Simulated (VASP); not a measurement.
Runs of VASP 6.6.1 on PbF2. The structure is that of space group Fm-3m (No. 225), or close to it. The cells are those of the table. 

| task | cell | cutoff (eV) | gap on the mesh (eV) | pressure (GPa) |
| --- | --- | --- | --- | --- |
| single point | a = 4.122 Å, angles 60.0, 60.0, 90.0°, 3 atoms | 520 | (a) | 4.0 |
| single point | a = 4.153 Å, angles 60.0, 60.0, 90.0°, 3 atoms | 520 | 4.92 | 2.0 |
| relaxation of cell and atoms | relaxed to 10 GPa from a = 4.187 Å, angles 60.0, 60.0, 90.0°, 3 atoms | 600 | 4.87 | 10.0 |
| relaxation of cell and atoms | relaxed to 2 GPa from a = 4.187 Å, angles 60.0, 60.0, 90.0°, 3 atoms | 600 | 4.92 | 2.0 |
| single point | a = 4.226 Å, angles 60.0, 60.0, 90.0°, 3 atoms | 520 | 4.94 | -2.1 |
| single point | a = 4.083 Å, angles 60.0, 60.0, 90.0°, 3 atoms | 520 | 4.89 | 7.0 |
| relaxation of cell and atoms | relaxed to 15 GPa from a = 4.187 Å, angles 60.0, 60.0, 90.0°, 3 atoms | 600 | (b) | 15.0 |
| relaxation of cell and atoms | relaxed to -2 GPa from a = 4.187 Å, angles 60.0, 60.0, 90.0°, 3 atoms | 600 | 4.94 | -2.0 |
| relaxation of cell and atoms | relaxed to 7 GPa from a = 4.187 Å, angles 60.0, 60.0, 90.0°, 3 atoms | 600 | 4.89 | 7.0 |

Alike in all rows: level r2SCAN; potentials or basis VASP PAW PBE potentials, release 64 (Pb_d, F); no spin polarisation; k mesh 8 × 8 × 8; smearing gaussian 0.01 eV.

Q: Estimate the missing entries.

A: (a) 4.91; (b) 4.81.

Caveats: the PAW data sets were made with another functional, which shifts forces and pressure a little; spin-orbit coupling is left out, which moves the levels of the heavy elements; the cell is relaxed towards a set pressure, so the run minimises the enthalpy, not the energy (at least some runs); the cell stands under pressure (at least some runs).

A k mesh can miss the band edges, and the runs leave out spin-orbit coupling on Pb.
